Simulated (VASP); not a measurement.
A run of VASP 6.6.1 is set up as follows.

The input INCAR:

```
SYSTEM = Cr
ALGO     = Normal         ! electronic algorithm
EDIFF    = 1E-7           ! SCF threshold, eV
ENCUT    = 520            ! plane-wave cutoff, eV
GGA      = RP             ! functional
ISIF     = 2              ! what is computed and relaxed
ISMEAR   = -1             ! smearing method
LASPH    = .TRUE.         ! aspherical terms in the spheres
LCHARG   = .TRUE.         ! write CHGCAR
LELF     = .TRUE.         ! ELF
LREAL    = .FALSE.        ! projectors in reciprocal space
LVHAR    = .TRUE.       
LWAVE    = .FALSE.        ! write WAVECAR
NBANDS   = 19             ! bands
NELM     = 100            ! most SCF steps
PREC     = Accurate       ! precision mode
SIGMA    = 0.1            ! smearing width, eV
```

Contents of KPOINTS:

```
k-points
0
G
  16 16 8
  0 0 0
```

POSCAR

```
Cr
1.0
    2.6034163211      0.0000000000      0.0000000000
   -1.3017081605      2.2546246707      0.0000000000
    0.0000000000      0.0000000000      4.6506281916
Cr
2
Direct
    0.3333333333      0.6666666667      0.2500000000
    0.6666666667      0.3333333333      0.7500000000
```

Potentials or basis: VASP PAW PBE potentials, release 64 (Cr_pv).

Launch:

```bash
$ cat potpaw_PBE.64/Cr_pv/POTCAR > POTCAR
$ mpirun -np 1 vasp_std > vasp.out
```

**Question.** Predict the pressure.

**Answer.** -19.8 GPa.

**Question.** Predict the band gap on the k mesh.

**Answer.** Zero (band 12 reaches 9.56 eV, above the bottom of band 13 at 8.50 eV).

Stress tensor (GPa, compression positive):
```
-20.53   0.00   0.00
  0.00 -20.53   0.00
  0.00   0.00 -18.34
```

Caveat: the PAW data sets were made with another functional, which shifts forces and pressure a little; the run has no spin polarisation, though such a crystal can be magnetic. Spin polarisation is off, so any magnetic state and its effect on volume and gap are missing.
